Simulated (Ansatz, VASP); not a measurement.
**One calculation of Al12H, two programs**

```xyz
13
Lattice="5.7143 0.0000 0.0000 -2.8572 4.9487 0.0000 0.0000 0.0000 21.6016" Properties=species:S:1:pos:R:3 pbc="T T T"
Al    1.4286    0.8248    4.0000
Al    0.0000    3.2992    4.0000
Al    4.2857    0.8248    4.0000
Al    2.8572    3.2992    4.0000
Al    0.0000    1.6496    6.3009
Al   -1.4286    4.1239    6.3009
Al    2.8572    1.6496    6.3009
Al    1.4286    4.1239    6.3009
Al    0.0000    0.0000    8.6016
Al   -1.4286    2.4744    8.6016
Al    2.8572    0.0000    8.6016
Al    1.4286    2.4744    8.6016
H     0.0000    0.0000   11.8716
```

Alike in both runs: task single point; functional PBE; k mesh 6 × 6 × 1; occupations gaussian, width 0.1 eV; collinear spin.

|  | VASP | Ansatz |
| --- | --- | --- |
| version | VASP 6.6.1 | Ansatz 0.2.0 |
| potentials or method | VASP PAW PBE potentials, release 64 (Al, H), cutoff 520 eV | scalar-relativistic, plane waves, PAW |
| valence electrons in the cell | 37 | 37 |

|  | VASP | Ansatz | Ansatz less VASP |
| --- | --- | --- | --- |
| gap on the k mesh at the Fermi level (eV) | none | none | - |
| rms of the force components (eV/Å) | 0.027 | 0.027 | +0.0002 |
| net moment per atom (μB) | 0.07 | 0.07 | 0.000 |
| size of the moment on the site where the two differ most (μB) | 0.37 | 0.86 | +0.499 |

Site moments also hang on the region over which each program counts them. Atom by atom the forces differ by 0.001 eV/Å (rms over components). A gap of «none» marks a metal or a gap that the smearing closes. Ansatz's warnings: stability check not made.
